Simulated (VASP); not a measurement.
Wanted: the native input for a VASP 6.6.1 run.

- Task: single point
- Functional: revPBE
- Potentials or basis: VASP PAW PBE potentials, release 64 (In_d)
- Cutoff: 520 eV
- k mesh: 7 × 7 × 10
- Occupations: fermi-dirac, width 0.1 eV
- Spin: no spin polarisation
- Dipole correction: no
- Further INCAR settings: ALGO = Normal; EDIFF = 1e-06; NBANDS = 26

The structure of In lies in POSCAR:

```
In
1.0
    5.4412679522      0.0000000000      0.0000000000
   -2.7206339761      4.7122762754      0.0000000000
    0.0000000000      0.0000000000      3.3787458925
In
3
Direct
    0.0000000000      0.0000000000      0.0000000000
    0.3333333333      0.6666666667      0.5000000000
    0.6666666667      0.3333333333      0.5000000000
```

This isn't the form of In at room conditions, which is tetragonal.

The input as run:

INCAR

```
PREC = Accurate ; ENCUT = 520
EDIFF = 1E-6 ; ISMEAR = -1
SIGMA = 0.1 ; LREAL = F
LASPH = T ; NELM = 60
ALGO = Normal ; ISIF = 2
LWAVE = F ; LCHARG = T
GGA = RE ; LELF = T
LVHAR = T ; NBANDS = 26
```

KPOINTS

```
Automatic mesh
0
Gamma
  7 7 10
```

Potentials or basis: VASP PAW PBE potentials, release 64 (In_d).

Run with:

```sh
$ cat potpaw_PBE.64/In_d/POTCAR > POTCAR
$ mpirun -np 1 vasp_std > vasp.out
```

It gave:

* Pressure: 0.0 GPa
* Band gap on the k mesh: zero (an odd number of electrons rules out a gap without spin polarisation)

Caveat: the PAW data sets were made with another functional, which shifts forces and pressure a little; spin-orbit coupling is left out, which moves the levels of the heavy elements.

Wall time 53 s on 1 thread of Intel(R) Xeon(R) Platinum 8488C (Sapphire Rapids), on a shared host, peak memory 0.24 GiB.
